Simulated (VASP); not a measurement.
Set up this calculation in VASP 6.6.1, as the native input.

- Task: single point
- Functional: PBEsol
- Potentials or basis: VASP PAW PBE potentials, release 64 (F)
- Cutoff: 600 eV
- k mesh: 23 × 23 × 23
- Occupations: fermi-dirac, width 0.05 eV
- Spin: no spin polarisation
- Dipole correction: no
- Further INCAR settings: ALGO = Normal; EDIFF = 1e-06; NBANDS = 10

The structure of F lies in POSCAR:

```
F
1.0
   -1.0485603841      1.0485603841      1.0485603841
    1.0485603841     -1.0485603841      1.0485603841
    1.0485603841      1.0485603841     -1.0485603841
F
1
Direct
    0.0000000000      0.0000000000      0.0000000000
```

One way to write it, as run:

INCAR

```
PREC = Accurate
ENCUT = 600
EDIFF = 1E-6
ISMEAR = -1
SIGMA = 0.05
LREAL = False
LASPH = True
NELM = 120
ALGO = Normal
ISIF = 2
LWAVE = False
LCHARG = False
GGA = PS
NBANDS = 10
GGA_COMPAT = False
```

KPOINTS

```
regular mesh
0
Gamma
  23 23 23
```

Potentials or basis: VASP PAW PBE potentials, release 64 (F).

Launch:

```sh
$ cat potpaw_PBE.64/F/POTCAR > POTCAR
$ mpirun -np 1 vasp_std > vasp.out
```

It gave:

```json
{
 "Pressure": "289.6 GPa",
 "Band gap on the k mesh": "zero (an odd number of electrons rules out a gap without spin polarisation)"
}
```

Caveat: the cell stands under pressure; the PAW data sets were made with another functional, which shifts forces and pressure a little; an odd number of electrons without spin polarisation forces a metal; a magnetic or distorted state may lie lower.

Wall time 9.6 s on 1 thread of AMD EPYC 9R14 (Zen 4) (shared host), peak memory 0.09 GiB.
